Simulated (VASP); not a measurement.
Wanted: the native input for a VASP 6.6.1 run.

```
Task                   : single point
Functional             : PBE
Potentials or basis    : VASP PAW PBE potentials, release 64 (K_sv)
Cutoff                 : 520 eV
k mesh                 : 12 × 12 × 12
Occupations            : gaussian, width 0.15 eV
Spin                   : no spin polarisation
Dipole correction      : no
Further INCAR settings : ALGO = Fast; EDIFF = 1e-07; NBANDS = 10
```

The structure of K lies in POSCAR:

```
K
1.0
    4.1756490564      0.0000000000      0.0000000000
    0.0000000000      4.1756490564      0.0000000000
    0.0000000000      0.0000000000      4.5932139620
K
1
Direct
    0.0000000000      0.0000000000      0.0000000000
```

This cell differs from its parent crystal: ratio of the length along z to the lengths across it x 1.1, volume and fractional coordinates fixed.

The input as run:

INCAR

```
SYSTEM = K
PREC = Accurate
ENCUT = 520
EDIFF = 1E-7
ISMEAR = 0
SIGMA = 0.15
LREAL = .FALSE.
LASPH = .TRUE.
NELM = 100
ALGO = Fast
ISIF = 2
LWAVE = .FALSE.
LCHARG = .FALSE.
GGA = PE
NBANDS = 10
```

KPOINTS

```
regular mesh
0
G
  12 12 12
  0 0 0
```

Potentials or basis: VASP PAW PBE potentials, release 64 (K_sv).

Launch:

```sh
$ cat potpaw_PBE.64/K_sv/POTCAR > POTCAR
$ mpirun -np 1 vasp_std > vasp.out
```

Results of the run:

* Pressure: 0.0 GPa

It took 50 s on 1 thread of Intel(R) Xeon(R) 6975P-C (Granite Rapids), on a shared host, peak memory 0.28 GiB.
